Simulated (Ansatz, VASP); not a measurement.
# One calculation of Ba, two programs

Contents of INCAR:

```
SYSTEM = Ba
PREC = Accurate
ENCUT = 520
EDIFF = 1E-6
ISMEAR = -1
SIGMA = 0.05
LREAL = .False.
LASPH = .True.
NELM = 60
ALGO = Normal
ISIF = 2
LWAVE = .False.
LCHARG = .False.
GGA = CA
NBANDS = 11
```

File KPOINTS:

```
regular mesh
0
Gamma
  11 11 11
  0 0 0
```

POSCAR

```
Ba
1.0
   -2.2446212260      2.2446212260      2.2446212260
    2.2446212260     -2.2446212260      2.2446212260
    2.2446212260      2.2446212260     -2.2446212260
Ba
1
Direct
    0.0000000000      0.0000000000      0.0000000000
```

Input for Ansatz:

```yaml
crystal:
  lattice:
    - [-2.244621226, 2.244621226, 2.244621226]
    - [2.244621226, -2.244621226, 2.244621226]
    - [2.244621226, 2.244621226, -2.244621226]
  atoms:
    - { symbol: Ba, position: [0.0, 0.0, 0.0] }
kpoints:
  mp_grid: { grid: [11, 11, 11] }
scf:
  occupations: { method: fermi_dirac, width: 0.05 }
hamiltonian:
  xc: lda
  pseudopotentials: { kind: all_electron, lapw: { basis_error: 0.001 } }
output:
  forces: true
  stress: true
  eigenvalues: true
  populations: true
```

Change from the starting cell: volume scaled by 0.84, LAPW.

Alike in both runs: task single point; functional LDA; k mesh 11 × 11 × 11; occupations fermi-dirac, width 0.05 eV; no spin polarisation.

|  | VASP | Ansatz |
| --- | --- | --- |
| version | VASP 6.6.1 | Ansatz 0.2.0 |
| potentials or method | VASP PAW LDA potentials, release 64 (Ba_sv), cutoff 520 eV | all-electron LAPW, scalar-relativistic |

```tsv
	VASP	Ansatz	Ansatz less VASP
pressure (GPa)	2.5	2.2	-0.27
```

LDA's correlation is that of Perdew and Zunger in VASP and of Perdew and Wang (1992) in Ansatz. Ansatz ran all-electron here, and VASP with PAW potentials.

Neither program's run includes spin-orbit coupling.
